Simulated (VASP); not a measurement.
# Rh (Pm-3m) in VASP: notebook

The runs below take Rh through relaxation of cell and atoms, with PBE.

Everything below comes from runs of VASP 6.6.1. Logs are shortened: lines on timing, memory, paths and dates and some standing lists are left out, and cuts for length are marked.

### Step 1. The cell of the first run

Symmetry: Pm-3m, No. 221, cubic system. Conventional cell: a = 2.470 Å, b = 2.470 Å, c = 2.470 Å, α = 90.00°, β = 90.00°, γ = 90.00°. Within 3.3 Å of Rh (site symmetry m-3m) lie 6 Rh at 2.47 Å.

### Step 2. Relaxation of cell and atoms, PBE, target pressure 10 GPa, at which the enthalpy is minimised

File INCAR:

```
ALGO = Normal
EDIFF = 1E-6
EDIFFG = -0.01
ENCUT = 600
GGA = PE
IBRION = 2
ISIF = 3
ISMEAR = -1
LASPH = T
LCHARG = F
LREAL = F
LWAVE = F
NELM = 80
NSW = 80
PREC = Accurate
PSTRESS = 100.0
SIGMA = 0.1
```

File KPOINTS:

```
k-points
0
Gamma
  17 17 17
```

File POSCAR:

```
Rh
1.0
    2.4700000000      0.0000000000      0.0000000000
    0.0000000000      2.4700000000      0.0000000000
    0.0000000000      0.0000000000      2.4700000000
Rh
1
Direct
    0.0000000000      0.0000000000      0.0000000000
```

Potentials or basis: VASP PAW PBE potentials, release 64 (Rh_pv).

The run is started by

```sh
$ cat potpaw_PBE.64/Rh_pv/POTCAR > POTCAR
$ mpirun -np 1 vasp_std > vasp.out
```

OUTCAR:

```text
EDIFF = 1E-6
   EDIFFG = -0.01
   ENCUT = 600
   GGA = PE
   IBRION = 2
   ISIF = 3
   ISMEAR = -1
   LASPH = T
   LREAL = F
   NELM = 80
   NSW = 80
   PREC = Accurate
   PSTRESS = 100.0

 ion  position               nearest neighbor table
   1  0.000  0.000  0.000-

  LATTYP: Found a simple cubic cell.
 ALAT       =     2.4700000000

  Lattice vectors:

 A1 = (   2.4700000000,   0.0000000000,   0.0000000000)
 A2 = (   0.0000000000,   2.4700000000,   0.0000000000)
 A3 = (   0.0000000000,   0.0000000000,   2.4700000000)

Analysis of symmetry for initial positions (statically):
=====================================================================
 Subroutine PRICEL returns:
 Original cell was already a primitive cell.

 Routine SETGRP: Setting up the symmetry group for a
 simple cubic supercell.

 Subroutine GETGRP returns: Found 48 space group operations
[... 9 lines left out ...]

 Routine SETGRP: Setting up the symmetry group for a
 simple cubic supercell.

 Subroutine GETGRP returns: Found 48 space group operations
[... 11 lines left out ...]
                                     Primitive cell

  volume of cell :      15.0692

  direct lattice vectors                    reciprocal lattice vectors
     2.470000000  0.000000000  0.000000000     0.404858300  0.000000000  0.000000000
     0.000000000  2.470000000  0.000000000     0.000000000  0.404858300  0.000000000
     0.000000000  0.000000000  2.470000000     0.000000000  0.000000000  0.404858300

  length of vectors
     2.470000000  2.470000000  2.470000000     0.404858300  0.404858300  0.404858300

  position of ions in fractional coordinates (direct lattice)
     0.000000000  0.000000000  0.000000000

  ion indices of the primitive-cell ions
   primitive index   ion index
                 1           1

----------------------------------------------------------------------------------------

 KPOINTS: k-points

Automatic generation of k-mesh.
 Grid dimensions read from file:
 generate k-points for:   17   17   17

 Generating k-lattice:

  Cartesian coordinates                     Fractional coordinates (reciprocal lattice)
     0.023815194  0.000000000  0.000000000     0.058823529  0.000000000  0.000000000
     0.000000000  0.023815194  0.000000000     0.000000000  0.058823529  0.000000000
     0.000000000  0.000000000  0.023815194     0.000000000  0.000000000  0.058823529

  Length of vectors
     0.023815194  0.023815194  0.023815194

  Shift w.r.t. Gamma in fractional coordinates (k-lattice)
     0.000000000  0.000000000  0.000000000

 Subroutine IBZKPT returns following result:
 ===========================================

 Found    165 irreducible k-points:

 Following reciprocal coordinates:
            Coordinates               Weight
  0.000000  0.000000  0.000000      1.000000
  0.058824  0.000000  0.000000      6.000000
  0.117647  0.000000  0.000000      6.000000
  0.176471  0.000000  0.000000      6.000000
  0.235294  0.000000  0.000000      6.000000
  0.294118  0.000000  0.000000      6.000000
[... 16 lines left out ...]
  0.411765  0.117647  0.000000     24.000000
  0.470588  0.117647  0.000000     24.000000
 [... further k-points ...]
   k-points           NKPTS =    165   k-points in BZ     NKDIM =    165   number of bands    NBANDS=     11
   number of dos      NEDOS =    301   number of ions     NIONS =      1
   total plane-waves  NPLWV =   8000
   dimension x,y,z NGX =    20 NGY =   20 NGZ =   20
   dimension x,y,z NGXF=    40 NGYF=   40 NGZF=   40
   ions per type =               1
   NGX,Y,Z   is equivalent  to a cutoff of  13.46, 13.46, 13.46 a.u.
   NGXF,Y,Z  is equivalent  to a cutoff of  26.92, 26.92, 26.92 a.u.
 SYSTEM =  unknown system
   PREC   = accura    normal or accurate (medium, high low for compatibility)
   ISTART =      0    job   : 0-new  1-cont  2-samecut
   ICHARG =      2    charge: 1-file 2-atom 10-const
   ISPIN  =      1    spin polarized calculation?
   LNONCOLLINEAR =      F non collinear calculations
   LSORBIT =      F    spin-orbit coupling
   LASPH  =      T    aspherical Exc in radial PAW
   ENCUT  =  600.0 eV  44.10 Ry    6.64 a.u.   4.93  4.93  4.93*2*pi/ulx,y,z
   NELM   =     80;   NELMIN=  2; NELMDL= -5     # of ELM steps
   EDIFF  = 0.1E-05   stopping-criterion for ELM
   LREAL  =      F    real-space projection
   EDIFFG = -.1E-01   stopping-criterion for IOM
   NSW    =     80    number of steps for IOM
   IBRION =      2    ionic relax: 0-MD 1-quasi-New 2-CG
   NFREE  =      1    steps in history (QN), initial steepest desc. (CG)
   ISIF   =      3    stress and relaxation
   ISYM   =      2    0-nonsym 1-usesym 2-fastsym
   POTIM  = 0.5000    time-step for ionic-motion
   TEBEG  =    0.0;   TEEND  =   0.0 temperature during run
   PSTRESS=  100.0 pullay stress
   NELECT =      15.0000    total number of electrons
   NUPDOWN=      -1.0000    fix difference up-down
   EMIN   =  10.00;   EMAX   =-10.00  energy-range for DOS
   EFERMI =   0.00;   METHOD = LEGACY
   ISMEAR =    -1;   SIGMA  =   0.10  broadening in eV -4-tet -1-fermi 0-gaus
   EFERMI_NEDOS =   21; number of points for ismear=-14 and -15
   IALGO  =     38    algorithm
   IMIX   =      4    mixing-type and parameters
     AMIX     =   0.40;   BMIX     =  1.00
     AMIX_MAG =   1.60;   BMIX_MAG =  1.00
  volume/ion in A,a.u.               =      15.07       101.69
  Fermi-wavevector in a.u.,A,eV,Ry     =   1.634588  3.088923 36.353105  2.671878
  Thomas-Fermi vector in A             =   2.726202
   LORBIT       =      0    0 simple, 1 ext, 2 COOP (PROOUT), +10 PAW based schemes
   GGA     = PE    functional components
   LHFCALC =     F    Hartree Fock is set to
   AEXX    =    0.0000 exact exchange contribution
   IVDW    =     0    specifies the selected vdW correction
   LEPSILON=     F    determine dielectric tensor
   LRPA    =     F    only Hartree local field effects (RPA)
 conjugate gradient relaxation of ions
 non-spin polarized calculation
  energy-cutoff  :      600.00
  volume of cell :       15.07
 maximum number of plane-waves:       515
 NGX is ok and might be reduce to    20
   NGX =  9   NGY =  9   NGZ =  9

--------------------------------------- Ionic step        1  -------------------------------------------

 number of electron      14.9999999 magnetization

 Free energy of the ion-electron system (eV)
  ---------------------------------------------------
  ext. energy  EPLUGINS =         0.00000000
  ---------------------------------------------------
  free energy    TOTEN  =        -6.43094901 eV

  energy without entropy =       -6.38032784  energy(sigma->0) =       -6.40563842

 E-fermi :  10.4664     XC(G=0): -13.2860

 val. band max:       10.4449785656   @ k =   0.2941   0.2353   0.0588
 cond. band min:      10.4666306303   @ k =   0.1765   0.0588   0.0000
 fundamental gap:      0.0216520647
 Fermi energy:        10.4663847505

 k-point     1 :       0.0000    0.0000    0.0000
  band No.  band energies     occupation
      1     -35.6521      2.00000
      2     -35.6521      2.00000
      3     -35.6521      2.00000
      4       3.2129      2.00000
      5       4.7974      2.00000
      6       4.7974      2.00000
      7      11.3284      0.00036
      8      11.3284      0.00036
      9      11.3284      0.00036
     10      27.8553      0.00000
     11      27.8553      0.00000

 k-point     2 :       0.0588    0.0000    0.0000
  band No.  band energies     occupation
      1     -35.6838      2.00000
      2     -35.6495      2.00000
      3     -35.6495      2.00000
      4       3.3198      2.00000
      5       4.8193      2.00000
      6       4.9000      2.00000
      7      11.2299      0.00097
      8      11.2299      0.00097
      9      11.3360      0.00033
     10      27.1330      0.00000
     11      28.0466      0.00000
[... 410 lines left out ...]
  FREE ENERGIE OF THE ION-ELECTRON SYSTEM (eV)
  ---------------------------------------------------
  free  energy   TOTEN  =        -6.4736200418 eV

  energy  without entropy=       -6.4203620215  energy(sigma->0) =       -6.44699103

  enthalpy is  TOTEN    =        -5.5019152376 eV   P V=        0.9717048042

--------------------------------------- Ionic step        4  -------------------------------------------

 number of electron      14.9999993 magnetization

 Free energy of the ion-electron system (eV)
  ---------------------------------------------------
  ext. energy  EPLUGINS =         0.00000000
  ---------------------------------------------------
  free energy    TOTEN  =        -6.47299873 eV

  energy without entropy =       -6.41979383  energy(sigma->0) =       -6.44639628

 E-fermi :   9.9367     XC(G=0): -13.0890

 val. band max:        9.9313496244   @ k =   0.4706   0.2941   0.2353
 cond. band min:       9.9373053157   @ k =   0.1765   0.0588   0.0000
 fundamental gap:      0.0059556913
 Fermi energy:         9.9366994123

 k-point     1 :       0.0000    0.0000    0.0000
  band No.  band energies     occupation
      1     -36.1349      2.00000
      2     -36.1349      2.00000
      3     -36.1349      2.00000
      4       2.8995      2.00000
      5       4.5201      2.00000
      6       4.5201      2.00000
      7      10.7506      0.00058
      8      10.7506      0.00058
      9      10.7506      0.00058
     10      27.0867      0.00000
     11      27.0867      0.00000

 k-point     2 :       0.0588    0.0000    0.0000
  band No.  band energies     occupation
      1     -36.1634      2.00000
      2     -36.1325      2.00000
      3     -36.1325      2.00000
      4       3.0034      2.00000
      5       4.5410      2.00000
      6       4.6174      2.00000
      7      10.6578      0.00148
      8      10.6578      0.00148
      9      10.7578      0.00054
     10      26.3691      0.00000
     11      27.2712      0.00000
[... 330 lines left out ...]
 POSITION                                       TOTAL-FORCE (eV/Angst)
 -----------------------------------------------------------------------------------
      0.00000      0.00000      0.00000         0.000000     -0.000000      0.000000
 -----------------------------------------------------------------------------------
    total drift:                               -0.000000      0.000000      0.000000

  FREE ENERGIE OF THE ION-ELECTRON SYSTEM (eV)
  ---------------------------------------------------
  free  energy   TOTEN  =        -6.4729987342 eV

  energy  without entropy=       -6.4197938317  energy(sigma->0) =       -6.44639628

  enthalpy is  TOTEN    =        -5.5019251088 eV   P V=        0.9710736254

 reached required accuracy - stopping structural energy minimisation
```

It took 36 s on 1 thread of Intel Xeon Platinum 8488C (Sapphire Rapids), shared host; peak memory 0.15 GiB.

What came out:

* Free energy: -6.4730 eV
* Relaxed volume: 15.56 Å³/atom
* Relaxed cell: a = 2.496 Å, b = 2.496 Å, c = 2.496 Å, α = 90.00°, β = 90.00°, γ = 90.00°
* Space group after relaxing (to 0.05 Å): Pm-3m (No. 221)
* Energy change on relaxing (the enthalpy is what falls): -42.0 meV/atom
* Ionic steps: 4
* Pressure after relaxing: 9.9 GPa

Step by step:
```tsv
step	energy change (eV)	largest force (eV/Å)	pressure (GPa)	volume (Å³)
1	0.0000	0.0000	17.91	15.07
2	-0.0586	0.0000	-4.52	16.75
3	-0.0427	0.0000	9.84	15.57
4	-0.0420	0.0000	9.93	15.56
```

Final structure:
```xyz
1
Lattice="2.4964 0.0000 0.0000 0.0000 2.4964 0.0000 0.0000 0.0000 2.4964" Properties=species:S:1:pos:R:3 pbc="T T T"
Rh    0.0000    0.0000    0.0000
```

Caveat: the cell is relaxed towards a set pressure, so the enthalpy falls and the energy may rise.

(Continued in part 2 of 2.)
